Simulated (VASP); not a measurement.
# NbAs (F-43m) in VASP: notebook

The runs below take NbAs through single point, with PBEsol.

Program: VASP 6.6.1. These are calculated values, not measurements. Logs are shortened: lines on timing, memory, paths and dates and some standing lists are left out, and cuts for length are marked.

### 1 The cell of the first run

It takes space group F-43m (No. 216, cubic). Conventional cell: a = 5.206 Å, b = 5.206 Å, c = 5.206 Å, α = 90.00°, β = 90.00°, γ = 90.00°. Nb (site symmetry -43m) has 4 As at 2.25 Å within 3.0 Å. As (site symmetry -43m) has 4 Nb at 2.25 Å within 3.0 Å.

### 2 Single point, PBEsol

The input, INCAR:

```
PREC = Accurate ; ENCUT = 520
EDIFF = 1E-6 ; ISMEAR = 0
SIGMA = 0.05 ; LREAL = False
LASPH = True ; NELM = 80
ALGO = Normal ; ISIF = 2
LWAVE = False ; LCHARG = False
GGA = PS ; NBANDS = 16
```

The input, KPOINTS:

```
regular mesh
0
Gamma
  10 10 10
```

The input, POSCAR:

```
NbAs
1.0
    0.0000000000      2.6031519958      2.6031519958
    2.6031519958      0.0000000000      2.6031519958
    2.6031519958      2.6031519958      0.0000000000
Nb As
1 1
Direct
    0.0000000000      0.0000000000      0.0000000000
    0.2500000000      0.2500000000      0.2500000000
```

Potentials or basis: VASP PAW PBE potentials, release 64 (Nb_sv, As).

Run with:

```bash
cat potpaw_PBE.64/Nb_sv/POTCAR potpaw_PBE.64/As/POTCAR > POTCAR
mpirun -np 1 vasp_std > vasp.out
```

OUTCAR:

```text
PREC = Accurate
   ENCUT = 520
   EDIFF = 1E-6
   ISMEAR = 0
   LREAL = False
   LASPH = True
   NELM = 80
   ISIF = 2
   GGA = PS

 ion  position               nearest neighbor table
   1  0.000  0.000  0.000-   2 2.25   2 2.25   2 2.25   2 2.25
   2  0.250  0.250  0.250-   1 2.25   1 2.25   1 2.25   1 2.25

  LATTYP: Found a face centered cubic cell.
 ALAT       =     5.2063039916

  Lattice vectors:

 A1 = (   0.0000000000,   2.6031519958,   2.6031519958)
 A2 = (   2.6031519958,   0.0000000000,   2.6031519958)
 A3 = (   2.6031519958,   2.6031519958,   0.0000000000)

Analysis of symmetry for initial positions (statically):
=====================================================================
 Subroutine PRICEL returns:
 Original cell was already a primitive cell.

 Routine SETGRP: Setting up the symmetry group for a
 face centered cubic supercell.

 Subroutine GETGRP returns: Found 24 space group operations
 (whereof 24 operations were pure point group operations)
 out of a pool of 48 trial point group operations.

The static configuration has the point symmetry T_d .

Analysis of symmetry for dynamics (positions and initial velocities):
=====================================================================
 Subroutine PRICEL returns:
 Original cell was already a primitive cell.

 Routine SETGRP: Setting up the symmetry group for a
 face centered cubic supercell.

 Subroutine GETGRP returns: Found 24 space group operations
 (whereof 24 operations were pure point group operations)
 out of a pool of 48 trial point group operations.

The dynamic configuration has the point symmetry T_d .

 Subroutine INISYM returns: Found 24 space group operations
 (whereof 24 operations are pure point group operations),
 and found     1 'primitive' translations

----------------------------------------------------------------------------------------

                                     Primitive cell

  volume of cell :      35.2800

  direct lattice vectors                    reciprocal lattice vectors
     0.000000000  2.603151996  2.603151996    -0.192074839  0.192074839  0.192074839
     2.603151996  0.000000000  2.603151996     0.192074839 -0.192074839  0.192074839
     2.603151996  2.603151996  0.000000000     0.192074839  0.192074839 -0.192074839

  length of vectors
     3.681412857  3.681412857  3.681412857     0.332683380  0.332683380  0.332683380

  position of ions in fractional coordinates (direct lattice)
     0.000000000  0.000000000  0.000000000
     0.250000000  0.250000000  0.250000000

  ion indices of the primitive-cell ions
   primitive index   ion index
                 1           1
                 2           2

----------------------------------------------------------------------------------------

 KPOINTS: regular mesh

Automatic generation of k-mesh.
 Grid dimensions read from file:
 generate k-points for:   10   10   10

 Generating k-lattice:

  Cartesian coordinates                     Fractional coordinates (reciprocal lattice)
    -0.019207484  0.019207484  0.019207484     0.100000000  0.000000000  0.000000000
     0.019207484 -0.019207484  0.019207484     0.000000000  0.100000000  0.000000000
     0.019207484  0.019207484 -0.019207484     0.000000000  0.000000000  0.100000000

  Length of vectors
     0.033268338  0.033268338  0.033268338

  Shift w.r.t. Gamma in fractional coordinates (k-lattice)
     0.000000000  0.000000000  0.000000000

 Subroutine IBZKPT returns following result:
 ===========================================

 Found     47 irreducible k-points:

 Following reciprocal coordinates:
            Coordinates               Weight
  0.000000  0.000000  0.000000      1.000000
  0.100000  0.000000  0.000000      8.000000
  0.200000  0.000000  0.000000      8.000000
  0.300000  0.000000  0.000000      8.000000
  0.400000  0.000000  0.000000      8.000000
  0.500000  0.000000  0.000000      4.000000
[... 16 lines left out ...]
  0.300000  0.300000  0.000000      6.000000
  0.400000  0.300000  0.000000     24.000000
 [... further k-points ...]
   k-points           NKPTS =     47   k-points in BZ     NKDIM =     47   number of bands    NBANDS=     16
   number of dos      NEDOS =    301   number of ions     NIONS =      2
   total plane-waves  NPLWV =  21952
   dimension x,y,z NGX =    28 NGY =   28 NGZ =   28
   dimension x,y,z NGXF=    56 NGYF=   56 NGZF=   56
   ions per type =               1   1
   NGX,Y,Z   is equivalent  to a cutoff of  12.64, 12.64, 12.64 a.u.
   NGXF,Y,Z  is equivalent  to a cutoff of  25.29, 25.29, 25.29 a.u.
 SYSTEM =  unknown system
   PREC   = accura    normal or accurate (medium, high low for compatibility)
   ISTART =      0    job   : 0-new  1-cont  2-samecut
   ICHARG =      2    charge: 1-file 2-atom 10-const
   ISPIN  =      1    spin polarized calculation?
   LNONCOLLINEAR =      F non collinear calculations
   LSORBIT =      F    spin-orbit coupling
   LASPH  =      T    aspherical Exc in radial PAW
   ENCUT  =  520.0 eV  38.22 Ry    6.18 a.u.   6.84  6.84  6.84*2*pi/ulx,y,z
   NELM   =     80;   NELMIN=  2; NELMDL= -5     # of ELM steps
   EDIFF  = 0.1E-05   stopping-criterion for ELM
   LREAL  =      F    real-space projection
   EDIFFG = 0.1E-04   stopping-criterion for IOM
   NSW    =      0    number of steps for IOM
   IBRION =     -1    ionic relax: 0-MD 1-quasi-New 2-CG
   NFREE  =      0    steps in history (QN), initial steepest desc. (CG)
   ISIF   =      2    stress and relaxation
   ISYM   =      2    0-nonsym 1-usesym 2-fastsym
   POTIM  = 0.5000    time-step for ionic-motion
   TEBEG  =    0.0;   TEEND  =   0.0 temperature during run
   PSTRESS=    0.0 pullay stress
   NELECT =      18.0000    total number of electrons
   NUPDOWN=      -1.0000    fix difference up-down
   EMIN   =  10.00;   EMAX   =-10.00  energy-range for DOS
   EFERMI =   0.00;   METHOD = LEGACY
   ISMEAR =     0;   SIGMA  =   0.05  broadening in eV -4-tet -1-fermi 0-gaus
   EFERMI_NEDOS =   21; number of points for ismear=-14 and -15
   IALGO  =     38    algorithm
   IMIX   =      4    mixing-type and parameters
     AMIX     =   0.40;   BMIX     =  1.00
     AMIX_MAG =   1.60;   BMIX_MAG =  1.00
  volume/ion in A,a.u.               =      17.64       119.04
  Fermi-wavevector in a.u.,A,eV,Ry     =   1.308146  2.472037 23.282906  1.711245
  Thomas-Fermi vector in A             =   2.438832
   LORBIT       =      0    0 simple, 1 ext, 2 COOP (PROOUT), +10 PAW based schemes
   GGA     = PS    functional components
   LHFCALC =     F    Hartree Fock is set to
   AEXX    =    0.0000 exact exchange contribution
   IVDW    =     0    specifies the selected vdW correction
   LEPSILON=     F    determine dielectric tensor
   LRPA    =     F    only Hartree local field effects (RPA)
 non-spin polarized calculation
 Gauss-broadening in eV      SIGMA  =   0.05
  energy-cutoff  :      520.00
  volume of cell :       35.28
 maximum number of plane-waves:       962
   NGX = 13   NGY = 13   NGZ = 13

 number of electron      18.0000001 magnetization

 Free energy of the ion-electron system (eV)
  ---------------------------------------------------
  ext. energy  EPLUGINS =         0.00000000
  ---------------------------------------------------
  free energy    TOTEN  =       -13.68543631 eV

  energy without entropy =      -13.68427046  energy(sigma->0) =      -13.68485339

 E-fermi :   9.2945     XC(G=0): -11.6099

 val. band max:        9.2857366661   @ k =   0.1000   0.1000   0.0000
 cond. band min:       9.3360214429   @ k =  -0.2000   0.1000   0.0000
 fundamental gap:      0.0502847768
 Fermi energy:         9.2945243657

 k-point     1 :       0.0000    0.0000    0.0000
  band No.  band energies     occupation
      1     -45.5989      2.00000
      2     -21.8173      2.00000
      3     -21.8173      2.00000
      4     -21.8173      2.00000
      5      -3.8257      2.00000
      6       4.7680      2.00000
[... 8 lines left out ...]
     15      20.4583      0.00000
     16      20.4583      0.00000

 k-point     2 :       0.1000    0.0000    0.0000
  band No.  band energies     occupation
      1     -45.5966      2.00000
      2     -21.8467      2.00000
      3     -21.8215      2.00000
      4     -21.8215      2.00000
      5      -3.6850      2.00000
      6       4.6064      2.00000
[... 8 lines left out ...]
     15      19.2348      0.00000
     16      20.1167      0.00000

 k-point     3 :       0.2000    0.0000    0.0000
  band No.  band energies     occupation
      1     -45.5904      2.00000
      2     -21.9229      2.00000
      3     -21.8323      2.00000
      4     -21.8323      2.00000
      5      -3.3109      2.00000
      6       4.2933      2.00000
[... 8 lines left out ...]
     15      17.4872      0.00000
     16      19.7180      0.00000

 k-point     4 :       0.3000    0.0000    0.0000
  band No.  band energies     occupation
      1     -45.5828      2.00000
      2     -22.0154      2.00000
      3     -21.8457      2.00000
      4     -21.8457      2.00000
      5      -2.8405      2.00000
      6       4.1111      2.00000
[... 8 lines left out ...]
     15      17.8380      0.00000
     16      20.3128      0.00000

 k-point     5 :       0.4000    0.0000    0.0000
  band No.  band energies     occupation
      1     -45.5766      2.00000
      2     -22.0889      2.00000
      3     -21.8565      2.00000
      4     -21.8565      2.00000
      5      -2.4606      2.00000
      6       4.1640      2.00000
[... 8 lines left out ...]
     15      19.8581      0.00000
     16      21.1823      0.00000

 k-point     6 :       0.5000    0.0000    0.0000
  band No.  band energies     occupation
      1     -45.5742      2.00000
      2     -22.1168      2.00000
      3     -21.8607      2.00000
      4     -21.8607      2.00000
      5      -2.3179      2.00000
      6       4.2528      2.00000
[... 8 lines left out ...]
     15      21.1904      0.00000
     16      21.5379      0.00000

 k-point     7 :       0.1000    0.1000    0.0000
  band No.  band energies     occupation
      1     -45.5958      2.00000
      2     -21.8471      2.00000
      3     -21.8275      2.00000
      4     -21.8275      2.00000
      5      -3.6378      2.00000
      6       4.5008      2.00000
[... 8 lines left out ...]
     15      19.4255      0.00000
     16      19.8470      0.00000

 k-point     8 :       0.2000    0.1000    0.0000
  band No.  band energies     occupation
      1     -45.5909      2.00000
      2     -21.9039      2.00000
      3     -21.8399      2.00000
      4     -21.8360      2.00000
      5      -3.3401      2.00000
      6       4.2269      2.00000
[... 8 lines left out ...]
     15      18.4253      0.00000
     16      19.3884      0.00000

 k-point     9 :       0.3000    0.1000    0.0000
  band No.  band energies     occupation
      1     -45.5837      2.00000
      2     -21.9885      2.00000
      3     -21.8539      2.00000
      4     -21.8495      2.00000
      5      -2.8981      2.00000
      6       4.0402      2.00000
[... 8 lines left out ...]
     15      18.0138      0.00000
     16      19.8826      0.00000
[... 172 lines left out ...]
 k-point    19 :       0.5000    0.2000    0.0000
  band No.  band energies     occupation
      1     -45.5714      2.00000
      2     -22.0864      2.00000
      3     -21.9136      2.00000
      4     -21.8825      2.00000
      5      -2.1203      2.00000
      6       4.0601      2.00000
[... 8 lines left out ...]
     15      20.3465      0.00000
     16      20.9657      0.00000

 k-point    20 :      -0.4000    0.2000    0.0000
  band No.  band energies     occupation
      1     -45.5709      2.00000
      2     -22.0885      2.00000
      3     -21.9267      2.00000
      4     -21.8750      2.00000
      5      -2.0908      2.00000
      6       4.3796      2.00000
[... 8 lines left out ...]
     15      20.1956      0.00000
     16      20.9594      0.00000

 k-point    21 :      -0.3000    0.2000    0.0000
  band No.  band energies     occupation
      1     -45.5742      2.00000
      2     -22.0564      2.00000
      3     -21.9221      2.00000
      4     -21.8608      2.00000
      5      -2.2969      2.00000
      6       4.3450      2.00000
[... 8 lines left out ...]
     15      18.5917      0.00000
     16      20.8657      0.00000

 k-point    22 :      -0.2000    0.2000    0.0000
  band No.  band energies     occupation
      1     -45.5801      2.00000
      2     -22.0073      2.00000
      3     -21.8960      2.00000
      4     -21.8453      2.00000
      5      -2.6672      2.00000
      6       4.1371      2.00000
[... 8 lines left out ...]
     15      16.9487      0.00000
     16      20.2960      0.00000

 k-point    23 :       0.3000    0.3000    0.0000
  band No.  band energies     occupation
      1     -45.5774      2.00000
      2     -22.0156      2.00000
      3     -21.8871      2.00000
      4     -21.8871      2.00000
      5      -2.4930      2.00000
      6       3.4273      2.00000
[... 8 lines left out ...]
     15      18.4994      0.00000
     16      21.1698      0.00000

 k-point    24 :       0.4000    0.3000    0.0000
  band No.  band energies     occupation
      1     -45.5725      2.00000
      2     -22.0581      2.00000
      3     -21.9073      2.00000
      4     -21.8994      2.00000
      5      -2.1807      2.00000
      6       3.3580      2.00000
[... 8 lines left out ...]
     15      18.8711      0.00000
     16      21.5049      0.00000

 [... further k-points ...]
[... 5 lines left out ...]
  --------------------------------------------------------------------------------------
  -------------------------------------------------------------------------------------
  Total       12.2595867     12.2595867     12.2595867      0.0000000     -0.0000000      0.0000000
  in kB      556.7469361    556.7469361    556.7469361      0.0000000     -0.0000000      0.0000000
  external PRESSURE =     556.7469361 kB  Pullay stress =       0.0000000 kB

 VOLUME and BASIS-vectors are now :
 -----------------------------------------------------------------------------
  energy-cutoff  :      520.00
  volume of cell :       35.28
      direct lattice vectors                 reciprocal lattice vectors
     0.000000000  2.603151996  2.603151996    -0.192074839  0.192074839  0.192074839
     2.603151996  0.000000000  2.603151996     0.192074839 -0.192074839  0.192074839
     2.603151996  2.603151996  0.000000000     0.192074839  0.192074839 -0.192074839

 POSITION                                       TOTAL-FORCE (eV/Angst)
 -----------------------------------------------------------------------------------
      0.00000      0.00000      0.00000        -0.000000     -0.000000      0.000000
      1.30158      1.30158      1.30158         0.000000      0.000000     -0.000000
 -----------------------------------------------------------------------------------
    total drift:                                0.000000      0.000000      0.000000

  FREE ENERGIE OF THE ION-ELECTRON SYSTEM (eV)
  ---------------------------------------------------
  free  energy   TOTEN  =       -13.6854363106 eV

  energy  without entropy=      -13.6842704601  energy(sigma->0) =      -13.68485339
```

It took 12 s on 1 thread of Intel Xeon 6975P-C (Granite Rapids), shared host; peak memory 0.17 GiB.

What came out:

| Quantity | Value |
| --- | --- |
| Free energy | -13.6854 eV |
| Pressure | 55.7 GPa |
| Band gap on the k mesh | zero (band 9 reaches 9.86 eV, above the bottom of band 10 at 8.96 eV) |

Levels at points of the mesh, in eV from the Fermi level:
| k point | band 7 | band 8 | band 9 | band 10 | band 11 | band 12 |
| --- | --- | --- | --- | --- | --- | --- |
| (0.00, 0.00, 0.00) | -4.53 | -4.53 | -0.11 | -0.11 | 3.39 | 7.11 |
| (0.50, 0.00, 0.00) | -3.96 | -3.96 | 0.57 | 0.57 | 1.20 | 4.58 |
| (0.50, 0.50, 0.00) | -2.06 | -2.06 | -1.76 | 1.11 | 1.83 | 1.89 |

Caveat: the PAW data sets were made with another functional, which shifts forces and pressure a little.

[end of part 1 of 3]
